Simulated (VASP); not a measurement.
# C (P-1) in VASP: further runs

Runs on C. Level: PBE. Tasks: single point.

Program: VASP 6.6.1. These are calculated values, not measurements. Logs are shortened: lines on timing, memory, paths and dates and some standing lists are left out, and cuts for length are marked.

### 1 The cell of the first run

The typed cell holds 12 atoms: a = 2.503 Å, b = 2.617 Å, c = 12.343 Å, α = 92.15°, β = 96.16°, γ = 124.55°.

### 2 Single point, PBE

Input file INCAR:

```
SYSTEM = C
ALGO = Normal
EDIFF = 1E-6
ENCUT = 520
GGA = PE
ISIF = 2
ISMEAR = 0
LASPH = .TRUE.
LCHARG = .FALSE.
LREAL = .FALSE.
LWAVE = .FALSE.
NBANDS = 36
NELM = 80
PREC = Accurate
SIGMA = 0.05
```

Input file KPOINTS:

```
k-points
0
G
  12 12 2
  0 0 0
```

Input file POSCAR:

```
C
1.0
    2.4953402903     -0.1386300161     -0.1386300161
   -1.3677272609      2.2303430906     -0.0507421076
   -0.6836011873     -0.6836011873     12.3048213715
C
12
Direct
    0.0000000000      0.0000000000      0.1868593266
    0.0000000000      0.0000000000      0.6868593266
    0.0000000000      0.0000000000      0.3131406734
    0.0000000000      0.0000000000      0.8131406734
    0.3333333333      0.6666666667      0.5207665411
    0.6666666667      0.3333333333      0.0207665411
    0.3333333333      0.6666666667      0.9792334589
    0.6666666667      0.3333333333      0.4792334589
    0.3333333333      0.6666666667      0.6450950823
    0.6666666667      0.3333333333      0.1450950823
    0.3333333333      0.6666666667      0.8549049177
    0.6666666667      0.3333333333      0.3549049177
```

Potentials or basis: VASP PAW PBE potentials, release 64 (C).

Started as:

```bash
cat potpaw_PBE.64/C/POTCAR > POTCAR
mpirun -np 1 vasp_std > vasp.out
```

OUTCAR:

```text
SYSTEM = C
   EDIFF = 1E-6
   ENCUT = 520
   GGA = PE
   ISIF = 2
   ISMEAR = 0
   LASPH = .TRUE.
   LREAL = .FALSE.
   NELM = 80
   PREC = Accurate

 ion  position               nearest neighbor table
   1  0.000  0.000  0.187-  10 1.48  10 1.54   3 1.56  10 1.58
   2  0.000  0.000  0.687-   9 1.39   4 1.56   9 1.59   9 1.61
   3  0.000  0.000  0.313-  12 1.39   1 1.56  12 1.59  12 1.61
   4  0.000  0.000  0.813-  11 1.48  11 1.54   2 1.56  11 1.58
   5  0.333  0.667  0.521-   8 1.39   9 1.53   8 1.58   8 1.61
   6  0.667  0.333  0.021-   7 1.48  10 1.53   7 1.54   7 1.58
   7  0.333  0.667  0.979-   6 1.48  11 1.53   6 1.54   6 1.58
   8  0.667  0.333  0.479-   5 1.39  12 1.53   5 1.58   5 1.61
   9  0.333  0.667  0.645-   2 1.39   5 1.53   2 1.59   2 1.61
  10  0.667  0.333  0.145-   1 1.48   6 1.53   1 1.54   1 1.58
  11  0.333  0.667  0.855-   4 1.48   7 1.53   4 1.54   4 1.58
  12  0.667  0.333  0.355-   3 1.39   8 1.53   3 1.59   3 1.61

  LATTYP: Found a triclinic cell.
 ALAT       =     2.3838281254
 B/A-ratio  =     1.7320508075
 C/A-ratio  =     5.1199506614
 COS(alpha) =     0.0076378662
 COS(beta)  =     0.0395847537
 COS(gamma) =     0.8364335126

  Lattice vectors:

 A1 = (  -1.1276130294,  -2.0917130745,   0.1893721237)
 A2 = (  -3.6229533197,  -1.9530830584,   0.3280021398)
 A3 = (  -0.4440118421,  -1.4081118872, -12.1154492478)

Analysis of symmetry for initial positions (statically):
=====================================================================
 Subroutine PRICEL returns:
 Original cell was already a primitive cell.

 Routine SETGRP: Setting up the symmetry group for a
 triclinic supercell.

 Subroutine GETGRP returns: Found  2 space group operations
 (whereof  2 operations were pure point group operations)
 out of a pool of  2 trial point group operations.

The static configuration has the point symmetry S_2 .

Analysis of symmetry for dynamics (positions and initial velocities):
=====================================================================
 Subroutine PRICEL returns:
 Original cell was already a primitive cell.

 Routine SETGRP: Setting up the symmetry group for a
 triclinic supercell.

 Subroutine GETGRP returns: Found  2 space group operations
 (whereof  2 operations were pure point group operations)
 out of a pool of  2 trial point group operations.

The dynamic configuration has the point symmetry S_2 .

 Subroutine INISYM returns: Found  2 space group operations
 (whereof  2 operations are pure point group operations),
 and found     1 'primitive' translations

----------------------------------------------------------------------------------------

                                     Primitive cell

  volume of cell :      65.7166

  direct lattice vectors                    reciprocal lattice vectors
     2.495340290 -0.138630016 -0.138630016     0.417083059  0.256621975  0.037428057
    -1.367727261  2.230343091 -0.050742108     0.027399240  0.465787074  0.027399240
    -0.683601187 -0.683601187 12.304821371     0.004811978  0.004811978  0.081803621

  length of vectors
     2.503030109  2.616807774 12.342740788     0.491135394  0.467396015  0.082086191

  position of ions in fractional coordinates (direct lattice)
     1.000000000  0.000000000  0.186859327
     1.000000000  0.000000000  0.686859327
     1.000000000  0.000000000  0.313140673
     1.000000000  0.000000000  0.813140673
     0.333333333  0.666666667  0.520766541
     0.666666667  0.333333333  0.020766541
     0.333333333  0.666666667  0.979233459
     0.666666667  0.333333333  0.479233459
     0.333333333  0.666666667  0.645095082
     0.666666667  0.333333333  0.145095082
     0.333333333  0.666666667  0.854904918
     0.666666667  0.333333333  0.354904918

  ion indices of the primitive-cell ions
   primitive index   ion index
                 1           1
                 2           2
                 3           3
                 4           4
                 5           5
                 6           6
                 7           7
                 8           8
                 9           9
                10          10
                11          11
                12          12

----------------------------------------------------------------------------------------

 KPOINTS: k-points

Automatic generation of k-mesh.
 Grid dimensions read from file:
 generate k-points for:   12   12    2

 Generating k-lattice:

  Cartesian coordinates                     Fractional coordinates (reciprocal lattice)
     0.034756922  0.021385165  0.003119005     0.083333333 -0.000000000  0.000000000
     0.002283270  0.038815589  0.002283270    -0.000000000  0.083333333 -0.000000000
     0.002405989  0.002405989  0.040901811     0.000000000 -0.000000000  0.500000000

  Length of vectors
     0.040927949  0.038949668  0.041043095

  Shift w.r.t. Gamma in fractional coordinates (k-lattice)
     0.000000000  0.000000000  0.000000000

 Subroutine IBZKPT returns following result:
 ===========================================

 Found    148 irreducible k-points:

 Following reciprocal coordinates:
            Coordinates               Weight
  0.000000  0.000000  0.000000      1.000000
  0.083333  0.000000  0.000000      2.000000
  0.166667  0.000000  0.000000      2.000000
  0.250000 -0.000000  0.000000      2.000000
  0.333333 -0.000000  0.000000      2.000000
  0.416667  0.000000  0.000000      2.000000
[... 16 lines left out ...]
  0.250000  0.166667  0.000000      2.000000
  0.333333  0.166667  0.000000      2.000000
 [... further k-points ...]
   k-points           NKPTS =    148   k-points in BZ     NKDIM =    148   number of bands    NBANDS=     36
   number of dos      NEDOS =    301   number of ions     NIONS =     12
   total plane-waves  NPLWV =  38400
   dimension x,y,z NGX =    20 NGY =   20 NGZ =   96
   dimension x,y,z NGXF=    40 NGYF=   40 NGZF=  192
   ions per type =              12
   NGX,Y,Z   is equivalent  to a cutoff of  13.28, 12.71, 12.93 a.u.
   NGXF,Y,Z  is equivalent  to a cutoff of  26.57, 25.41, 25.86 a.u.
 SYSTEM =  C
   PREC   = accura    normal or accurate (medium, high low for compatibility)
   ISTART =      0    job   : 0-new  1-cont  2-samecut
   ICHARG =      2    charge: 1-file 2-atom 10-const
   ISPIN  =      1    spin polarized calculation?
   LNONCOLLINEAR =      F non collinear calculations
   LSORBIT =      F    spin-orbit coupling
   LASPH  =      T    aspherical Exc in radial PAW
   ENCUT  =  520.0 eV  38.22 Ry    6.18 a.u.   4.65  4.87 22.95*2*pi/ulx,y,z
   NELM   =     80;   NELMIN=  2; NELMDL= -5     # of ELM steps
   EDIFF  = 0.1E-05   stopping-criterion for ELM
   LREAL  =      F    real-space projection
   EDIFFG = 0.1E-04   stopping-criterion for IOM
   NSW    =      0    number of steps for IOM
   IBRION =     -1    ionic relax: 0-MD 1-quasi-New 2-CG
   NFREE  =      0    steps in history (QN), initial steepest desc. (CG)
   ISIF   =      2    stress and relaxation
   ISYM   =      2    0-nonsym 1-usesym 2-fastsym
   POTIM  = 0.5000    time-step for ionic-motion
   TEBEG  =    0.0;   TEEND  =   0.0 temperature during run
   PSTRESS=    0.0 pullay stress
   NELECT =      48.0000    total number of electrons
   NUPDOWN=      -1.0000    fix difference up-down
   EMIN   =  10.00;   EMAX   =-10.00  energy-range for DOS
   EFERMI =   0.00;   METHOD = LEGACY
   ISMEAR =     0;   SIGMA  =   0.05  broadening in eV -4-tet -1-fermi 0-gaus
   EFERMI_NEDOS =   21; number of points for ismear=-14 and -15
   IALGO  =     38    algorithm
   IMIX   =      4    mixing-type and parameters
     AMIX     =   0.40;   BMIX     =  1.00
     AMIX_MAG =   1.60;   BMIX_MAG =  1.00
  volume/ion in A,a.u.               =       5.48        36.96
  Fermi-wavevector in a.u.,A,eV,Ry     =   1.474337  2.786094 29.574582  2.173670
  Thomas-Fermi vector in A             =   2.589121
   LORBIT       =      0    0 simple, 1 ext, 2 COOP (PROOUT), +10 PAW based schemes
   GGA     = PE    functional components
   LHFCALC =     F    Hartree Fock is set to
   AEXX    =    0.0000 exact exchange contribution
   IVDW    =     0    specifies the selected vdW correction
   LEPSILON=     F    determine dielectric tensor
   LRPA    =     F    only Hartree local field effects (RPA)
 non-spin polarized calculation
 Gauss-broadening in eV      SIGMA  =   0.05
  energy-cutoff  :      520.00
  volume of cell :       65.72
 maximum number of plane-waves:      1793
   NGX =  9   NGY =  9   NGZ = 45

 number of electron      48.0000000 magnetization

 Free energy of the ion-electron system (eV)
  ---------------------------------------------------
  ext. energy  EPLUGINS =         0.00000000
  ---------------------------------------------------
  free energy    TOTEN  =      -104.60625977 eV

  energy without entropy =     -104.60625977  energy(sigma->0) =     -104.60625977

 E-fermi :  11.7676     XC(G=0): -13.4461

 val. band max:       11.4501168287   @ k =   0.0000   0.0000   0.0000
 cond. band min:      12.7016001908   @ k =   0.4167   0.0000   0.0000
 fundamental gap:      1.2514833621
 Fermi energy:        11.7676275998

 k-point     1 :       0.0000    0.0000    0.0000
  band No.  band energies     occupation
      1     -11.7579      2.00000
      2     -11.0072      2.00000
      3     -10.9232      2.00000
      4      -8.6733      2.00000
      5      -8.6107      2.00000
      6      -5.7439      2.00000
[... 28 lines left out ...]
     35      18.6756      0.00000
     36      18.9016      0.00000

 k-point     2 :       0.0833    0.0000    0.0000
  band No.  band energies     occupation
      1     -11.5618      2.00000
      2     -10.9016      2.00000
      3     -10.6390      2.00000
      4      -8.6965      2.00000
      5      -8.2103      2.00000
      6      -5.6301      2.00000
[... 28 lines left out ...]
     35      18.8966      0.00000
     36      19.0111      0.00000
[... 817 lines left out ...]
     35      19.9314      0.00000
     36      20.6235      0.00000

 k-point    24 :       0.3333    0.1667    0.0000
  band No.  band energies     occupation
      1      -6.3941      2.00000
      2      -6.2985      2.00000
      3      -4.9870      2.00000
      4      -4.9047      2.00000
      5      -3.2003      2.00000
      6      -2.3436      2.00000
[... 28 lines left out ...]
     35      19.7685      0.00000
     36      20.7646      0.00000

 [... further k-points ...]
[... 5 lines left out ...]
  --------------------------------------------------------------------------------------
  -------------------------------------------------------------------------------------
  Total       11.6130062     11.8163459     10.2740435     26.7197306     23.1606875     23.5994973
  in kB      283.1262058    288.0836467    250.4821669    651.4295948    564.6597831    575.3580084
  external PRESSURE =     273.8973398 kB  Pullay stress =       0.0000000 kB

 VOLUME and BASIS-vectors are now :
 -----------------------------------------------------------------------------
  energy-cutoff  :      520.00
  volume of cell :       65.72
      direct lattice vectors                 reciprocal lattice vectors
     2.495340290 -0.138630016 -0.138630016     0.417083059  0.256621975  0.037428057
    -1.367727261  2.230343091 -0.050742108     0.027399240  0.465787074  0.027399240
    -0.683601187 -0.683601187 12.304821371     0.004811978  0.004811978  0.081803621

 POSITION                                       TOTAL-FORCE (eV/Angst)
 -----------------------------------------------------------------------------------
     -0.12774     -0.12774      2.29927        -0.206775      0.474820      0.057748
     -0.46954     -0.46954      8.45168         2.143757      1.170196      0.912004
     -0.21406     -0.21406      3.85314        -2.143757     -1.170196     -0.912004
     -0.55586     -0.55586     10.00555         0.206775     -0.474820     -0.057748
     -0.43603      1.08469      6.32790         1.631434      1.046928      0.723978
      1.19346      0.63683      0.14619         0.058671      0.362670      0.100721
     -0.74944      0.77128     11.96925        -0.058671     -0.362670     -0.100721
      0.88005      0.32342      5.78755        -1.631434     -1.046928     -0.723978
     -0.52103      0.99970      7.85774        -1.549691     -1.011832     -0.609676
      1.10846      0.55184      1.67604        -0.087587     -0.334041     -0.024340
     -0.66445      0.85627     10.43941         0.087587      0.334041      0.024340
      0.96504      0.40841      4.25771         1.549691      1.011832      0.609676
 -----------------------------------------------------------------------------------
    total drift:                               -0.000000      0.000000      0.000000

  FREE ENERGIE OF THE ION-ELECTRON SYSTEM (eV)
  ---------------------------------------------------
  free  energy   TOTEN  =      -104.6062597713 eV

  energy  without entropy=     -104.6062597713  energy(sigma->0) =     -104.60625977
```

It took 2.5 min on 1 thread of AMD EPYC 9R45 (Zen 5), shared host; peak memory 0.31 GiB.

Results:

```yaml
Free_energy: -104.6063 eV
Pressure: 27.4 GPa
Largest_force: 2.607 eV/Å
Band_gap_on_the_k_mesh: 1.25 eV (least direct gap 2.45 eV)
```

Forces on the atoms (eV/Å):
```
C   -0.207  0.475  0.058
C    2.144  1.170  0.912
C   -2.144 -1.170 -0.912
C    0.207 -0.475 -0.058
C    1.631  1.047  0.724
C    0.059  0.363  0.101
C   -0.059 -0.363 -0.101
C   -1.631 -1.047 -0.724
C   -1.550 -1.012 -0.610
C   -0.088 -0.334 -0.024
C    0.088  0.334  0.024
C    1.550  1.012  0.610
```

Caveat: the cell stands under pressure; forces of over 1 eV/Å act on the atoms, so gaps and moduli don't describe the material at rest. A k mesh can miss the band edges.

### 3 Single point, PBE

This run uses another cell than the first one, of 5.65 Å³/atom.

Input file INCAR:

```
SYSTEM = C
PREC = Accurate
ENCUT = 520
EDIFF = 1E-6
ISMEAR = 0
SIGMA = 0.05
LREAL = .FALSE.
LASPH = .TRUE.
NELM = 60
ALGO = Normal
ISIF = 2
LWAVE = .FALSE.
LCHARG = .TRUE.
GGA = PE
LELF = .TRUE.
LVHAR = .TRUE.
NBANDS = 36
```

Input file KPOINTS:

```
regular mesh
0
G
  12 12 2
  0 0 0
```

POSCAR: that of step 2 with these lines changed.

```diff
@@ -2,5 +2,5 @@
 1.0
-    2.4953402903     -0.1386300161     -0.1386300161
-   -1.3677272609      2.2303430906     -0.0507421076
-   -0.6836011873     -0.6836011873     12.3048213715
+    2.5205457478     -0.1386300161     -0.1386300161
+   -1.3803299896      2.2521716571     -0.0507421076
+   -0.6836011873     -0.6836011873     12.4291124965
 C
```

Potentials or basis: VASP PAW PBE potentials, release 64 (C).

Started as:

```bash
cat potpaw_PBE.64/C/POTCAR > POTCAR
mpirun -np 1 vasp_std > vasp.out
```

Wall time 2.9 min (1 thread of AMD EPYC 9R45 (Zen 5), shared host); peak memory 0.31 GiB.

Results (log left out):

* Free energy: -104.9441 eV
* Pressure: 12.4 GPa
* Largest force: 2.217 eV/Å
* Band gap on the k mesh: 1.28 eV (least direct gap 2.46 eV)

Forces in eV/Å, atoms in the order of the input:
```
C   -0.151  0.358  0.032
C    1.788  1.011  0.836
C   -1.788 -1.011 -0.836
C    0.151 -0.358 -0.032
C    1.305  0.893  0.679
C    0.095  0.249  0.093
C   -0.095 -0.249 -0.093
C   -1.305 -0.893 -0.679
C   -1.229 -0.862 -0.566
C   -0.123 -0.224 -0.018
C    0.123  0.224  0.018
C    1.229  0.862  0.566
```

Stress tensor (GPa, compression positive):
```
13.02 60.50 54.24
60.50 13.80 53.25
54.24 53.25 10.48
```

Levels at points of the mesh, in eV from the valence-band top:
| k point | band 22 | band 23 | band 24 | band 25 | band 26 | band 27 |
| --- | --- | --- | --- | --- | --- | --- |
| (0.00, 0.00, 0.00) | -1.45 | -1.00 | 0.00 | 2.46 | 3.50 | 3.57 |
| (0.50, 0.00, 0.00) | -4.75 | -4.72 | -3.42 | 1.50 | 2.20 | 2.52 |
| (0.00, 0.50, 0.00) | -5.04 | -3.90 | -3.30 | 2.83 | 3.56 | 4.28 |
| (0.50, 0.50, 0.00) | -4.21 | -4.16 | -3.04 | 3.78 | 5.36 | 5.76 |
| (0.00, 0.00, 0.50) | -1.37 | -0.88 | -0.51 | 2.63 | 3.08 | 4.11 |
| (0.50, 0.00, 0.50) | -5.33 | -4.89 | -3.24 | 1.57 | 1.95 | 2.28 |
| (0.00, 0.50, 0.50) | -4.55 | -3.82 | -3.28 | 2.59 | 3.67 | 4.00 |
| (0.50, 0.50, 0.50) | -4.17 | -3.56 | -3.26 | 3.59 | 5.22 | 5.80 |

Caveat: the cell stands under pressure; forces of over 1 eV/Å act on the atoms, so gaps and moduli don't describe the material at rest.

### 4 Single point, PBE

This run uses another cell than the first one, of the same volume but with other edges.

Input file INCAR:

```
  PREC = Accurate
  ENCUT = 520
  EDIFF = 1E-6
  ISMEAR = 0
  SIGMA = 0.05
  LREAL = False
  LASPH = True
  NELM = 60
  ALGO = Normal
  ISIF = 2
  LWAVE = False
  LCHARG = True
  GGA = PE
  LELF = True
  LVHAR = True
  NBANDS = 36
```

Input file KPOINTS:

```
regular mesh
0
Gamma
  12 12 2
```

POSCAR: that of step 3 with these lines changed.

```diff
@@ -2,5 +2,5 @@
 1.0
-    2.5205457478     -0.1386300161     -0.1386300161
-   -1.3803299896      2.2521716571     -0.0507421076
-   -0.6836011873     -0.6836011873     12.4291124965
+    2.4953402903      0.1386300161      0.1386300161
+   -1.1276130295      2.0917130744      0.0507421076
+    0.6836011873      0.6836011873     12.3048213715
 C
```

Started as:

```bash
cat potpaw_PBE.64/C/POTCAR > POTCAR
mpirun -np 1 vasp_std > vasp.out
```

It took 6.8 min on 1 thread of Intel Xeon 8259CL, shared host; peak memory 0.33 GiB.

Results (log left out):

* Free energy: -104.9987 eV
* Pressure: 26.0 GPa
* Largest force: 0.919 eV/Å
* Band gap on the k mesh: 2.13 eV (least direct gap 2.33 eV)

Forces in eV/Å, atoms in the order of the input:
```
C   -0.101 -0.387  0.118
C   -0.391  0.139  0.820
C    0.391 -0.139 -0.820
C    0.101  0.387 -0.118
C   -0.404  0.291  0.692
C    0.225 -0.220  0.129
C   -0.225  0.220 -0.129
C    0.404 -0.291 -0.692
C    0.371 -0.290 -0.621
C   -0.195  0.208 -0.049
C    0.195 -0.208  0.049
C   -0.371  0.290  0.621
```

Stress tensor (GPa, compression positive):
```
 24.81 -63.11 -55.73
-63.11  28.76 -54.96
-55.73 -54.96  24.37
```

Levels at points of the mesh, in eV from the valence-band top:
| k point | band 21 | band 22 | band 23 | band 24 | band 25 | band 26 | band 27 | band 28 |
| --- | --- | --- | --- | --- | --- | --- | --- | --- |
| (0.00, 0.00, 0.00) | -1.30 | -1.01 | -0.24 | 0.00 | 2.33 | 3.72 | 4.37 | 4.51 |
| (0.50, 0.00, 0.00) | -4.07 | -3.69 | -3.00 | -2.44 | 2.40 | 4.35 | 6.14 | 6.34 |
| (0.00, 0.50, 0.00) | -5.32 | -4.62 | -4.06 | -2.72 | 3.46 | 3.96 | 4.70 | 4.76 |
| (0.50, 0.50, 0.00) | -5.47 | -5.46 | -5.02 | -3.50 | 2.17 | 2.92 | 3.02 | 3.51 |
| (0.00, 0.00, 0.50) | -1.18 | -1.13 | -0.81 | -0.28 | 2.42 | 3.60 | 4.54 | 4.71 |
| (0.50, 0.00, 0.50) | -4.58 | -3.46 | -2.67 | -2.66 | 2.13 | 5.16 | 5.88 | 6.33 |
| (0.00, 0.50, 0.50) | -5.02 | -4.78 | -3.92 | -2.69 | 3.26 | 4.05 | 4.36 | 5.38 |
| (0.50, 0.50, 0.50) | -5.80 | -5.45 | -4.53 | -3.52 | 2.33 | 2.44 | 3.67 | 3.74 |

Caveat: the cell stands under pressure. A k mesh can miss the band edges.

### 5 Summary

| cell | gap on the mesh (eV) | pressure (GPa) | largest force (eV/Å) |
| --- | --- | --- | --- |
| a = 2.503, b = 2.617, c = 12.343 Å, angles 92.2, 96.2, 124.6°, 12 atoms | 1.25 | 27.4 | 2.61 |
| a = 2.528, b = 2.642, c = 12.467 Å, angles 92.1, 96.1, 124.5°, 12 atoms | 1.28 | 12.4 | 2.22 |
| a = 2.503, b = 2.377, c = 12.343 Å, angles 87.5, 83.5, 115.0°, 12 atoms | 2.13 | 26.0 | 0.92 |

Alike in all rows: task single point; level PBE; potentials or basis VASP PAW PBE potentials, release 64 (C); no spin polarisation; k mesh 12 × 12 × 2; cutoff (eV) 520; smearing gaussian 0.05 eV.

Caveats: the cell stands under pressure; forces of over 1 eV/Å act on the atoms, so gaps and moduli don't describe the material at rest (at least some runs).

Absolute energies hang on the potentials; compare differences alone.
